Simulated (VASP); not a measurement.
# Sr (C2/m) in VASP: further runs

Runs on Sr. Level: LDA. Tasks: single point.

All numbers are computed with VASP 6.6.1; they aren't measurements. Logs are shortened: lines on timing, memory, paths and dates and some standing lists are left out, and cuts for length are marked.

**1. The cell of the first run**

It takes space group C2/m (No. 12, monoclinic). The conventional cell has a = 6.394 Å, b = 5.720 Å, c = 3.050 Å, α = 90.00°, β = 118.49°, γ = 90.00°. Sr (site symmetry m) has 9 Sr at 2.56 to 3.62 Å within 3.7 Å.

**2. Single point, LDA (shortest bond scaled by 0.88)**

Input file INCAR:

```
PREC = Accurate
ENCUT = 520
EDIFF = 1E-7
ISMEAR = -1
SIGMA = 0.05
LREAL = False
LASPH = True
NELM = 80
ALGO = Normal
ISIF = 2
LWAVE = False
LCHARG = False
GGA = CA
NBANDS = 17
```

Input file KPOINTS:

```
Automatic mesh
0
Gamma
  11 11 11
```

Input file POSCAR:

```
Sr
1.0
   -2.8100000000      2.8600000000      1.5250000000
    2.8100000000     -2.8600000000      1.5250000000
    2.8100000000      2.8600000000     -1.5250000000
Sr
2
Direct
    0.3900000000      0.1100000000      0.2200000000
    0.6100000000      0.8900000000      0.7800000000
```

Potentials or basis: VASP PAW LDA potentials, release 64 (Sr_sv).

Started as:

```sh
cat potpaw_LDA.64/Sr_sv/POTCAR > POTCAR
mpirun -np 1 vasp_std > vasp.out
```

OUTCAR:

```text
PREC = Accurate
   ENCUT = 520
   EDIFF = 1E-7
   ISMEAR = -1
   LREAL = False
   LASPH = True
   NELM = 80
   ISIF = 2
   GGA = CA

 ion  position               nearest neighbor table
   1  0.390  0.110  0.220-   2 2.56   2 3.00   2 3.00   2 3.22   2 3.43   2 3.62   2 3.62   2 3.95
                             2 4.47   2 4.85
   2  0.610  0.890  0.780-   1 2.56   1 3.00   1 3.00   1 3.22   1 3.43   1 3.62   1 3.62   1 3.95
                             1 4.47   1 4.85

 -----------------------------------------------------------------------------
|                                                                             |
|           W    W    AA    RRRRR   N    N  II  N    N   GGGG   !!!           |
|           W    W   A  A   R    R  NN   N  II  NN   N  G    G  !!!           |
|           W    W  A    A  R    R  N N  N  II  N N  N  G       !!!           |
|           W WW W  AAAAAA  RRRRR   N  N N  II  N  N N  G  GGG   !            |
|           WW  WW  A    A  R   R   N   NN  II  N   NN  G    G                |
|           W    W  A    A  R    R  N    N  II  N    N   GGGG   !!!           |
|                                                                             |
|     The distance between some ions is very small. Please check the          |
|     nearest-neighbor list in the OUTCAR file.                               |
|     I HOPE YOU KNOW WHAT YOU ARE DOING!                                     |
|                                                                             |
 -----------------------------------------------------------------------------

  LATTYP: Found a body centered orthorhombic cell.
 ALAT       =     3.0500000000
 B/A-ratio  =     1.8426229508
 C/A-ratio  =     1.8754098361

  Lattice vectors:

 A1 = (   2.8100000000,  -2.8600000000,   1.5250000000)
 A2 = (  -2.8100000000,  -2.8600000000,  -1.5250000000)
 A3 = (   2.8100000000,   2.8600000000,  -1.5250000000)

Analysis of symmetry for initial positions (statically):
=====================================================================
 Subroutine PRICEL returns:
 Original cell was already a primitive cell.

 Routine SETGRP: Setting up the symmetry group for a
 body centered orthorhombic supercell.

 Subroutine GETGRP returns: Found  4 space group operations
 (whereof  2 operations were pure point group operations)
 out of a pool of  8 trial point group operations.

The static configuration has the point symmetry S_2 .
 The point group associated with its full space group is C_2h.

Analysis of symmetry for dynamics (positions and initial velocities):
=====================================================================
 Subroutine PRICEL returns:
 Original cell was already a primitive cell.

 Routine SETGRP: Setting up the symmetry group for a
 body centered orthorhombic supercell.

 Subroutine GETGRP returns: Found  4 space group operations
 (whereof  2 operations were pure point group operations)
 out of a pool of  8 trial point group operations.

The dynamic configuration has the point symmetry S_2 .
 The point group associated with its full space group is C_2h.

 Subroutine INISYM returns: Found  4 space group operations
 (whereof  2 operations are pure point group operations),
 and found     1 'primitive' translations

----------------------------------------------------------------------------------------

                                     Primitive cell

  volume of cell :      49.0233

  direct lattice vectors                    reciprocal lattice vectors
    -2.810000000  2.860000000  1.525000000     0.000000000  0.174825175  0.327868852
     2.810000000 -2.860000000  1.525000000     0.177935943  0.000000000  0.327868852
     2.810000000  2.860000000 -1.525000000     0.177935943  0.174825175  0.000000000

  length of vectors
     4.289676561  4.289676561  4.289676561     0.371566718  0.373040459  0.249449477

  position of ions in fractional coordinates (direct lattice)
     0.390000000  0.110000000  0.220000000
     0.610000000  0.890000000  0.780000000

  ion indices of the primitive-cell ions
   primitive index   ion index
                 1           1
                 2           2

----------------------------------------------------------------------------------------

 KPOINTS: Automatic mesh

Automatic generation of k-mesh.
 Grid dimensions read from file:
 generate k-points for:   11   11   11

 Generating k-lattice:

  Cartesian coordinates                     Fractional coordinates (reciprocal lattice)
     0.000000000  0.015893198  0.029806259     0.090909091  0.000000000 -0.000000000
     0.016175995  0.000000000  0.029806259     0.000000000  0.090909091  0.000000000
     0.016175995  0.015893198  0.000000000    -0.000000000  0.000000000  0.090909091

  Length of vectors
     0.033778793  0.033912769  0.022677225

  Shift w.r.t. Gamma in fractional coordinates (k-lattice)
     0.000000000  0.000000000  0.000000000

 Subroutine IBZKPT returns following result:
 ===========================================

 Found    366 irreducible k-points:

 Following reciprocal coordinates:
            Coordinates               Weight
  0.000000  0.000000  0.000000      1.000000
  0.090909  0.000000  0.000000      4.000000
  0.181818  0.000000  0.000000      4.000000
  0.272727  0.000000  0.000000      4.000000
  0.363636 -0.000000  0.000000      4.000000
  0.454545 -0.000000  0.000000      4.000000
[... 16 lines left out ...]
 -0.272727  0.090909  0.000000      4.000000
  0.090909 -0.272727  0.181818      4.000000
 [... further k-points ...]
   k-points           NKPTS =    366   k-points in BZ     NKDIM =    366   number of bands    NBANDS=     17
   number of dos      NEDOS =    301   number of ions     NIONS =      2
   total plane-waves  NPLWV =  32768
   dimension x,y,z NGX =    32 NGY =   32 NGZ =   32
   dimension x,y,z NGXF=    64 NGYF=   64 NGZF=   64
   ions per type =               2
   NGX,Y,Z   is equivalent  to a cutoff of  12.40, 12.40, 12.40 a.u.
   NGXF,Y,Z  is equivalent  to a cutoff of  24.80, 24.80, 24.80 a.u.
 SYSTEM =  unknown system
   PREC   = accura    normal or accurate (medium, high low for compatibility)
   ISTART =      0    job   : 0-new  1-cont  2-samecut
   ICHARG =      2    charge: 1-file 2-atom 10-const
   ISPIN  =      1    spin polarized calculation?
   LNONCOLLINEAR =      F non collinear calculations
   LSORBIT =      F    spin-orbit coupling
   LASPH  =      T    aspherical Exc in radial PAW
   ENCUT  =  520.0 eV  38.22 Ry    6.18 a.u.   7.98  7.98  7.98*2*pi/ulx,y,z
   NELM   =     80;   NELMIN=  2; NELMDL= -5     # of ELM steps
   EDIFF  = 0.1E-06   stopping-criterion for ELM
   LREAL  =      F    real-space projection
   EDIFFG = 0.1E-05   stopping-criterion for IOM
   NSW    =      0    number of steps for IOM
   IBRION =     -1    ionic relax: 0-MD 1-quasi-New 2-CG
   NFREE  =      0    steps in history (QN), initial steepest desc. (CG)
   ISIF   =      2    stress and relaxation
   ISYM   =      2    0-nonsym 1-usesym 2-fastsym
   POTIM  = 0.5000    time-step for ionic-motion
   TEBEG  =    0.0;   TEEND  =   0.0 temperature during run
   PSTRESS=    0.0 pullay stress
   NELECT =      20.0000    total number of electrons
   NUPDOWN=      -1.0000    fix difference up-down
   EMIN   =  10.00;   EMAX   =-10.00  energy-range for DOS
   EFERMI =   0.00;   METHOD = LEGACY
   ISMEAR =    -1;   SIGMA  =   0.05  broadening in eV -4-tet -1-fermi 0-gaus
   EFERMI_NEDOS =   21; number of points for ismear=-14 and -15
   IALGO  =     38    algorithm
   IMIX   =      4    mixing-type and parameters
     AMIX     =   0.40;   BMIX     =  1.00
     AMIX_MAG =   1.60;   BMIX_MAG =  1.00
  volume/ion in A,a.u.               =      24.51       165.41
  Fermi-wavevector in a.u.,A,eV,Ry     =   1.214183  2.294473 20.058253  1.474240
  Thomas-Fermi vector in A             =   2.349611
   LORBIT       =      0    0 simple, 1 ext, 2 COOP (PROOUT), +10 PAW based schemes
   GGA     = CA    functional components
   LHFCALC =     F    Hartree Fock is set to
   AEXX    =    0.0000 exact exchange contribution
   IVDW    =     0    specifies the selected vdW correction
   LEPSILON=     F    determine dielectric tensor
   LRPA    =     F    only Hartree local field effects (RPA)
 non-spin polarized calculation
  energy-cutoff  :      520.00
  volume of cell :       49.02
 maximum number of plane-waves:      1342
   NGX = 15   NGY = 15   NGZ = 15

 number of electron      20.0000000 magnetization

 Free energy of the ion-electron system (eV)
  ---------------------------------------------------
  ext. energy  EPLUGINS =         0.00000000
  ---------------------------------------------------
  free energy    TOTEN  =        -1.02400557 eV

  energy without entropy =       -1.01600633  energy(sigma->0) =       -1.02000595

 E-fermi :   4.8588     XC(G=0): -10.5494

 val. band max:        4.8517434477   @ k =  -0.2727   0.2727   0.1818
 cond. band min:       4.8731232625   @ k =  -0.3636  -0.4545  -0.3636
 fundamental gap:      0.0213798148
 Fermi energy:         4.8587970752

 k-point     1 :       0.0000    0.0000    0.0000
  band No.  band energies     occupation
      1     -31.2065      2.00000
      2     -30.1626      2.00000
      3     -14.4957      2.00000
      4     -13.5875      2.00000
      5     -12.0805      2.00000
      6     -12.0153      2.00000
[... 9 lines left out ...]
     16      10.7509      0.00000
     17      11.0569      0.00000

 k-point     2 :       0.0909    0.0000    0.0000
  band No.  band energies     occupation
      1     -31.1735      2.00000
      2     -30.1566      2.00000
      3     -14.4836      2.00000
      4     -13.5270      2.00000
      5     -12.2339      2.00000
      6     -12.1166      2.00000
[... 9 lines left out ...]
     16      11.5556      0.00000
     17      12.2833      0.00000

 k-point     3 :       0.1818    0.0000    0.0000
  band No.  band energies     occupation
      1     -31.0827      2.00000
      2     -30.1416      2.00000
      3     -14.4540      2.00000
      4     -13.3785      2.00000
      5     -12.7438      2.00000
      6     -12.3713      2.00000
[... 392 lines left out ...]
 k-point    23 :      -0.2727    0.0909    0.0000
  band No.  band energies     occupation
      1     -31.0427      2.00000
      2     -30.1848      2.00000
      3     -14.4517      2.00000
      4     -13.2958      2.00000
      5     -12.8050      2.00000
      6     -12.3643      2.00000
[... 9 lines left out ...]
     16      10.1454      0.00000
     17      11.6316      0.00000

 k-point    24 :       0.0909   -0.2727    0.1818
  band No.  band energies     occupation
      1     -31.0554      2.00000
      2     -30.1697      2.00000
      3     -14.4691      2.00000
      4     -13.2378      2.00000
      5     -12.8066      2.00000
      6     -12.4451      2.00000
[... 9 lines left out ...]
     16      10.0131      0.00000
     17      11.8751      0.00000

 [... further k-points ...]
[... 5 lines left out ...]
  --------------------------------------------------------------------------------------
  -------------------------------------------------------------------------------------
  Total        9.3503166      5.6401136      6.9700931      0.0000000      0.0000000     -0.1516291
  in kB      305.5868832    184.3300943    227.7964617      0.0000000      0.0000000     -4.9555411
  external PRESSURE =     239.2378131 kB  Pullay stress =       0.0000000 kB

 VOLUME and BASIS-vectors are now :
 -----------------------------------------------------------------------------
  energy-cutoff  :      520.00
  volume of cell :       49.02
      direct lattice vectors                 reciprocal lattice vectors
    -2.810000000  2.860000000  1.525000000     0.000000000  0.174825175  0.327868852
     2.810000000 -2.860000000  1.525000000     0.177935943  0.000000000  0.327868852
     2.810000000  2.860000000 -1.525000000     0.177935943  0.174825175  0.000000000

 POSITION                                       TOTAL-FORCE (eV/Angst)
 -----------------------------------------------------------------------------------
     -0.16860      1.43000      0.42700         2.415860      0.000000     -0.133919
      2.97860      1.43000      1.09800        -2.415860      0.000000      0.133919
 -----------------------------------------------------------------------------------
    total drift:                                0.000000     -0.000000      0.000000

  FREE ENERGIE OF THE ION-ELECTRON SYSTEM (eV)
  ---------------------------------------------------
  free  energy   TOTEN  =        -1.0240055682 eV

  energy  without entropy=       -1.0160063330  energy(sigma->0) =       -1.02000595
```

It took 5.7 min on 1 thread of Intel Xeon 8259CL, shared host; peak memory 0.35 GiB.

What came out:

```
Free energy            : -1.0240 eV
Pressure               : 23.9 GPa
Largest force          : 2.420 eV/Å
Band gap on the k mesh : zero (bands 10 and 11 overlap by 1.26 eV)
```

Forces in eV/Å, atoms in the order of the input:
```
Sr   2.416  0.000 -0.134
Sr  -2.416  0.000  0.134
```

Levels at points of the mesh, in eV from the Fermi level:
```
           k point  band 6  band 7  band 8  band 9  band 10  band 11  band 12  band 13  band 14  band 15
(0.00, 0.00, 0.00)  -16.87  -16.71  -16.14   -3.63    -2.15     0.59     0.98     1.40     4.92     5.44
```

Caveat: the cell differs from its parent crystal (shortest bond scaled by 0.88); the stress differs along the axes, from 18 to 31 GPa; forces of over 1 eV/Å act on the atoms, so gaps and moduli don't describe the material at rest.

**3. Single point, LDA (shortest bond scaled by 0.82)**

Input file INCAR:

```
  ALGO = Normal
  EDIFF = 1E-6
  ENCUT = 520
  GGA = CA
  ISIF = 2
  ISMEAR = -1
  LASPH = T
  LCHARG = F
  LREAL = F
  LWAVE = F
  NBANDS = 17
  NELM = 100
  PREC = Accurate
  SIGMA = 0.05
```

Input file KPOINTS:

```
k-points
0
Gamma
  11 11 11
```

Input file POSCAR:

```
Sr
1.0
   -2.8100000000      2.8600000000      1.5250000000
    2.8100000000     -2.8600000000      1.5250000000
    2.8100000000      2.8600000000     -1.5250000000
Sr
2
Direct
    0.3975000000      0.1025000000      0.2050000000
    0.6025000000      0.8975000000      0.7950000000
```

Potentials or basis: VASP PAW LDA potentials, release 64 (Sr_sv).

Started as:

```sh
cat potpaw_LDA.64/Sr_sv/POTCAR > POTCAR
mpirun -np 1 vasp_std > vasp.out
```

Run time: 5.5 min. Hardware: 1 thread of Intel Xeon 8259CL, shared host; peak memory 0.36 GiB.

The run converged. Its results:

```yaml
Free_energy: -0.4027 eV
Pressure: 27.2 GPa
Largest_force: 5.092 eV/Å
Band_gap_on_the_k_mesh: zero (bands 10 and 11 overlap by 1.40 eV)
```

Forces in eV/Å, atoms in the order of the input:
```
Sr   5.073  0.000 -0.439
Sr  -5.073  0.000  0.439
```

Stress tensor (GPa, compression positive):
```
43.90  0.00 -3.15
 0.00 15.35  0.00
-3.15  0.00 22.42
```

Levels at points of the mesh, in eV from the Fermi level:
| k point | band 7 | band 8 | band 9 | band 10 | band 11 | band 12 | band 13 | band 14 |
| --- | --- | --- | --- | --- | --- | --- | --- | --- |
| (0.00, 0.00, 0.00) | -16.65 | -15.64 | -3.59 | -1.88 | 0.46 | 1.03 | 1.40 | 4.69 |

Caveat: the cell differs from its parent crystal (shortest bond scaled by 0.82); the stress differs along the axes, from 15 to 44 GPa; forces of over 1 eV/Å act on the atoms, so gaps and moduli don't describe the material at rest.

The gap in the log of VASP goes by the Fermi energy; the results here count the filled bands.